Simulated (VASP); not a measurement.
# Pt (Fm-3m) in VASP: further runs, part 2 of 2

VASP 6.6.1. Earlier steps stand in the parts before.

### Step 3. Relaxation of cell and atoms, r2SCAN

This run uses another cell than the first one, of 15.06 Å³/atom.

Contents of POSCAR:

```
Pt
1.0
    0.0000000000      1.9600000000      1.9600000000
    1.9600000000      0.0000000000      1.9600000000
    1.9600000000      1.9600000000      0.0000000000
Pt
1
Direct
    0.0000000000      0.0000000000      0.0000000000
```

Contents of INCAR.step1:

```
PREC = Accurate
ENCUT = 550
ISMEAR = -1
SIGMA = 0.05
LREAL = F
LASPH = T
NELM = 120
GGA = PE
ALGO = Normal
EDIFF = 1E-5
LWAVE = T
LCHARG = F
GGA_COMPAT = F
IBRION = 2
ISIF = 3
EDIFFG = -0.005
NELMIN = 4
NSW = 100
```

Contents of INCAR.step2:

```
PREC = Accurate
ENCUT = 550
EDIFF = 1E-7
ISMEAR = -1
SIGMA = 0.05
LREAL = F
LASPH = T
NELM = 120
ALGO = Normal
ISIF = 3
LWAVE = F
LCHARG = F
METAGGA = R2SCAN
LMIXTAU = T
IBRION = 2
NSW = 80
EDIFFG = -0.03
ISTART = 1
GGA_COMPAT = F
NELMIN = 4
```

Contents of KPOINTS:

```
Automatic mesh
0
Gamma
  9 9 9
```

Potentials or basis: VASP PAW PBE potentials, release 64 (Pt).

The run is started by

```sh
$ cat potpaw_PBE.64/Pt/POTCAR > POTCAR
$ cp INCAR.step1 INCAR
$ mpirun -np 1 vasp_std > vasp.out
$ cp INCAR.step2 INCAR
$ mpirun -np 1 vasp_std > vasp.out
```

OUTCAR:

```text
PREC = Accurate
   ENCUT = 550
   EDIFF = 1E-7
   ISMEAR = -1
   LREAL = F
   LASPH = T
   NELM = 120
   ISIF = 3
   METAGGA = R2SCAN
   IBRION = 2
   NSW = 80
   EDIFFG = -0.03
   ISTART = 1
   NELMIN = 4

 ion  position               nearest neighbor table
   1  0.000  0.000  0.000-

  LATTYP: Found a face centered cubic cell.
 ALAT       =     3.9200000000

  Lattice vectors:

 A1 = (   0.0000000000,   1.9600000000,   1.9600000000)
 A2 = (   1.9600000000,   0.0000000000,   1.9600000000)
 A3 = (   1.9600000000,   1.9600000000,   0.0000000000)

Analysis of symmetry for initial positions (statically):
=====================================================================
 Subroutine PRICEL returns:
 Original cell was already a primitive cell.

 Routine SETGRP: Setting up the symmetry group for a
 face centered cubic supercell.

 Subroutine GETGRP returns: Found 48 space group operations
 (whereof 48 operations were pure point group operations)
 out of a pool of 48 trial point group operations.

The static configuration has the point symmetry O_h .

Analysis of symmetry for dynamics (positions and initial velocities):
=====================================================================
 Subroutine PRICEL returns:
 Original cell was already a primitive cell.

 Routine SETGRP: Setting up the symmetry group for a
 face centered cubic supercell.

 Subroutine GETGRP returns: Found 48 space group operations
 (whereof 48 operations were pure point group operations)
 out of a pool of 48 trial point group operations.

The dynamic configuration has the point symmetry O_h .

 Subroutine INISYM returns: Found 48 space group operations
 (whereof 48 operations are pure point group operations),
 and found     1 'primitive' translations

----------------------------------------------------------------------------------------

                                     Primitive cell
[... 114 lines left out ...]
   METAGGA = R2SCAN    functional components
   LHFCALC =     F    Hartree Fock is set to
   AEXX    =    0.0000 exact exchange contribution
   IVDW    =     0    specifies the selected vdW correction
   LEPSILON=     F    determine dielectric tensor
   LRPA    =     F    only Hartree local field effects (RPA)
 conjugate gradient relaxation of ions
 non-spin polarized calculation
  energy-cutoff  :      550.00
  volume of cell :       15.06
 maximum number of plane-waves:       459
 NGX is ok and might be reduce to    24
   NGX = 11   NGY = 11   NGZ = 11

--------------------------------------- Ionic step        1  -------------------------------------------

 number of electron      10.0000000 magnetization

 Free energy of the ion-electron system (eV)
  ---------------------------------------------------
  ext. energy  EPLUGINS =         0.00000000
  ---------------------------------------------------
  free energy    TOTEN  =       -51.53335574 eV

  energy without entropy =      -51.52204838  energy(sigma->0) =      -51.52770206

------------------------ aborting loop because EDIFF is reached ----------------------------------------

  FORCE on cell =-STRESS in cart. coord.  units (eV):
  Direction    XX          YY          ZZ          XY          YZ          ZX
  --------------------------------------------------------------------------------------
  -------------------------------------------------------------------------------------
  Total        0.4404559      0.4404559      0.4404559      0.0000000      0.0000000      0.0000000
  in kB       46.8613530     46.8613530     46.8613530      0.0000000      0.0000000      0.0000000
  external PRESSURE =      46.8613530 kB  Pullay stress =       0.0000000 kB
[... 22 lines left out ...]
--------------------------------------- Ionic step        2  -------------------------------------------

 number of electron      10.0000000 magnetization

 E-fermi :   9.8637     XC(G=0): -14.2010

 val. band max:        9.8581015296   @ k =   0.4444   0.1111   0.0000
 cond. band min:       9.9356057182   @ k =  -0.4444   0.3333   0.0000
 fundamental gap:      0.0775041886
 Fermi energy:         9.8636810824

 k-point     1 :       0.0000    0.0000    0.0000
  band No.  band energies     occupation
      1       0.0756      2.00000
      2       6.3260      2.00000
      3       6.3260      2.00000
      4       6.3260      2.00000
      5       8.2742      2.00000
      6       8.2742      2.00000
      7      25.5058      0.00000
      8      30.3117      0.00000
      9      30.3117      0.00000
[... 310 lines left out ...]
--------------------------------------- Ionic step        3  -------------------------------------------

 number of electron      10.0000001 magnetization

 Free energy of the ion-electron system (eV)
  ---------------------------------------------------
  ext. energy  EPLUGINS =         0.00000000
  ---------------------------------------------------
  free energy    TOTEN  =       -51.53687444 eV

  energy without entropy =      -51.52510381  energy(sigma->0) =      -51.53098912

 E-fermi :  10.7308     XC(G=0): -14.5279

 val. band max:       10.7286061218   @ k =   0.4444   0.1111   0.0000
 cond. band min:      10.8095710063   @ k =  -0.4444   0.3333   0.0000
 fundamental gap:      0.0809648845
 Fermi energy:        10.7308329528

 k-point     1 :       0.0000    0.0000    0.0000
  band No.  band energies     occupation
      1       0.4067      2.00000
      2       6.9069      2.00000
      3       6.9069      2.00000
      4       6.9069      2.00000
      5       9.0180      2.00000
      6       9.0180      2.00000
      7      26.2535      0.00000
      8      31.3349      0.00000
      9      31.3349      0.00000
[... 304 lines left out ...]
  FREE ENERGIE OF THE ION-ELECTRON SYSTEM (eV)
  ---------------------------------------------------
  free  energy   TOTEN  =       -51.5368744397 eV

  energy  without entropy=      -51.5251038058  energy(sigma->0) =      -51.53098912

 reached required accuracy - stopping structural energy minimisation
```

OUTCAR.step1:

```text
PREC = Accurate
   ENCUT = 550
   ISMEAR = -1
   LREAL = F
   LASPH = T
   NELM = 120
   GGA = PE
   EDIFF = 1E-5
   IBRION = 2
   ISIF = 3
   EDIFFG = -0.005
   NELMIN = 4
   NSW = 100
[... 603 lines left out ...]
 Fermi energy:        10.6470388099

 k-point     1 :       0.0000    0.0000    0.0000
  band No.  band energies     occupation
      1       0.7888      2.00000
      2       7.0481      2.00000
      3       7.0481      2.00000
      4       7.0481      2.00000
      5       9.0896      2.00000
      6       9.0896      2.00000
      7      25.3615      0.00000
      8      30.1425      0.00000
      9      30.1425      0.00000
[... 304 lines left out ...]
  FREE ENERGIE OF THE ION-ELECTRON SYSTEM (eV)
  ---------------------------------------------------
  free  energy   TOTEN  =        -6.1325966755 eV

  energy  without entropy=       -6.1199237694  energy(sigma->0) =       -6.12626022

 reached required accuracy - stopping structural energy minimisation
```

Wall time 52 s (1 thread of Intel Xeon Platinum 8488C (Sapphire Rapids), shared host); peak memory 0.15 GiB.

Results:

| Property | Result |
| --- | --- |
| Free energy | -51.5369 eV |
| Relaxed volume | 15.31 Å³/atom |
| Relaxed cell | a = 2.787 Å, b = 2.787 Å, c = 2.787 Å, α = 60.00°, β = 60.00°, γ = 60.00° |
| Space group after relaxing (to 0.1 Å) | Fm-3m (No. 225) |
| Energy gained by relaxing | 3.5 meV/atom |
| Ionic steps | 3 |
| Pressure after relaxing | -0.1 GPa |
| Band gap on the k mesh | zero (bands 5 and 6 overlap by 2.17 eV) |

The path:
| step | energy change (eV) | largest force (eV/Å) | pressure (GPa) | volume (Å³) |
| --- | --- | --- | --- | --- |
| 1 | 0.0000 | 0.0000 | 4.69 | 15.06 |
| 2 | 0.0239 | 0.0000 | -11.36 | 16.04 |
| 3 | -0.0035 | 0.0000 | -0.06 | 15.31 |

Final structure:
```
Pt
1.0
     0.00000    1.97081    1.97081
     1.97081    0.00000    1.97081
     1.97081    1.97081    0.00000
Pt
1
Direct
  0.00000 0.00000 0.00000
```

Levels at points of the mesh, in eV from the Fermi level:
```tsv
k point	band 3	band 4	band 5	band 6	band 7	band 8
(0.00, 0.00, 0.00)	-3.82	-3.82	-1.71	-1.71	15.52	20.60
```

Caveat: the PAW data sets were made with another functional, which shifts forces and pressure a little; spin-orbit coupling is left out, which moves the levels of the heavy elements.
